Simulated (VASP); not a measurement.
Write the native input for VASP 6.6.1 that does the following.

```
Task                   : single point
Functional             : PBE
Potentials or basis    : VASP PAW PBE potentials, release 64 (W_sv)
Cutoff                 : 520 eV
k mesh                 : 20 × 20 × 20
Occupations            : gaussian, width 0.15 eV
Spin                   : no spin polarisation
Dipole correction      : no
Further INCAR settings : ALGO = Fast; EDIFF = 1e-06; NBANDS = 13
```

The structure of W lies in POSCAR:

```
W
1.0
    0.0000000000      2.0300000000      2.0097000000
    2.0300000000      0.0000000000      2.0097000000
    2.0300000000      2.0300000000      0.0000000000
W
1
Direct
    0.0000000000      0.0000000000      0.0000000000
```

This cell differs from its parent crystal: strain -0.0100 x Voigt [0, 0, 1, 0, 0, 0].

These files were run (other wordings do the same):

INCAR

```
SYSTEM = W
PREC = Accurate
ENCUT = 520
EDIFF = 1E-6
ISMEAR = 0
SIGMA = 0.15
LREAL = .FALSE.
LASPH = .TRUE.
NELM = 60
ALGO = Fast
ISIF = 2
LWAVE = .FALSE.
LCHARG = .TRUE.
GGA = PE
LELF = .TRUE.
LVHAR = .TRUE.
NBANDS = 13
```

KPOINTS

```
regular mesh
0
G
  20 20 20
  0 0 0
```

Potentials or basis: VASP PAW PBE potentials, release 64 (W_sv).

Run with:

```bash
$ cat potpaw_PBE.64/W_sv/POTCAR > POTCAR
$ mpirun -np 1 vasp_std > vasp.out
```

It gave:

| Quantity | Value |
| --- | --- |
| Pressure | -1.5 GPa |
| Band gap on the k mesh | zero (bands 7 and 8 overlap by 3.66 eV) |

Caveat: the cell differs from its parent crystal (strain -0.0100 x Voigt [0, 0, 1, 0, 0, 0]); spin-orbit coupling is left out, which moves the levels of the heavy elements.

Wall time 100 s on 1 thread of Intel Xeon 8259CL, with other jobs on the host, peak memory 0.24 GiB.
